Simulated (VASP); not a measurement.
Sn2Bi3O3, 8 atoms in the cell. Symmetry: P6/mmm, No. 191, hexagonal system. The conventional cell has a = 4.719 Å, b = 4.719 Å, c = 9.797 Å, α = 90.00°, β = 90.00°, γ = 120.00°. Within 2.9 Å of Sn (site symmetry 6mm) lie 1 Bi at 2.16 Å. Within 3.6 Å of Bi (site symmetry -6m2) lie 6 Bi at 2.72 Å and 6 Sn at 3.48 Å. Within 2.9 Å of Bi (site symmetry 6/mmm) lie 2 Sn at 2.16 Å and 6 Bi at 2.72 Å. O (site symmetry mmm) has 4 O at 2.36 Å within 3.1 Å. The cell was generated, and may not be a known phase.

* Program: VASP 6.6.1
* Task: relaxation of cell and atoms
* Functional: PBE
* Potentials or basis: VASP PAW PBE potentials, release 64 (Sn_d, Bi_d, O)
* Cutoff: 600 eV
* k mesh: 4 × 4 × 2
* Occupations: gaussian, width 0.2 eV
* Spin: no spin polarisation
* Dipole correction: no
* Further INCAR settings: ALGO = Normal; EDIFF = 1e-06; IBRION = 2; EDIFFG = -0.08; NSW = 36; ISIF = 3

Potentials or basis: VASP PAW PBE potentials, release 64 (Sn_d, Bi_d, O).

Command:

```sh
$ cat potpaw_PBE.64/Sn_d/POTCAR potpaw_PBE.64/Bi_d/POTCAR potpaw_PBE.64/O/POTCAR > POTCAR
$ mpirun -np 1 vasp_std > vasp.out
```

Hardware: 1 thread of Intel(R) Xeon(R) 6975P-C (Granite Rapids) (shared host).

Problem. Estimate the wall time of this run.

Solution. It took 33 min on 1 thread of Intel(R) Xeon(R) 6975P-C (Granite Rapids), on a shared host, peak memory 0.41 GiB. Counts: scf iterations 339, k points 8, ion steps 26.
